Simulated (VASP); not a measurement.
Wanted: the native input for a VASP 6.6.1 run.

```yaml
Task: single point
Functional: PBEsol
Potentials_or_basis: VASP PAW PBE potentials, release 64 (C)
Cutoff: 520 eV
k_mesh: 18 × 18 × 6
Occupations: gaussian, width 0.15 eV
Spin: no spin polarisation
Dipole_correction: no
Further_INCAR_settings: ALGO = Normal; EDIFF = 1e-06; NBANDS = 16
```

The structure of C lies in POSCAR:

```
C
1.0
    2.4587330167      0.0000000000      0.0000000000
   -1.2293665084      2.1293252536      0.0000000000
    0.0000000000      0.0000000000      7.2458067263
C
4
Direct
   -0.0910887393     -0.0666815852      0.0025000000
    0.0910887393      0.0666815852      0.5025000000
    0.2422361151      0.5999788745      0.0025000000
    0.7577638849      0.4000211255      0.5025000000
```

These files were run (other wordings do the same):

INCAR

```
  ALGO = Normal
  EDIFF = 1E-6
  ENCUT = 520
  GGA = PS
  ISIF = 2
  ISMEAR = 0
  LASPH = True
  LCHARG = False
  LREAL = False
  LWAVE = False
  NBANDS = 16
  NELM = 100
  PREC = Accurate
  SIGMA = 0.15
```

KPOINTS

```
k-points
0
Gamma
  18 18 6
```

Potentials or basis: VASP PAW PBE potentials, release 64 (C).

Run with:

```console
$ cat potpaw_PBE.64/C/POTCAR > POTCAR
$ mpirun -np 1 vasp_std > vasp.out
```

It gave:

- Pressure: 0.7 GPa
- Largest force: 0.004 eV/Å

Caveat: this functional lacks dispersion, which binds layers or chains, so the pressure and a relaxed spacing across them are unreliable; the PAW data sets were made with another functional, which shifts forces and pressure a little.

It took 3.2 min on 1 thread of AMD EPYC 9R45 96-Core Processor (Zen 5), with other jobs on the host, peak memory 0.34 GiB.
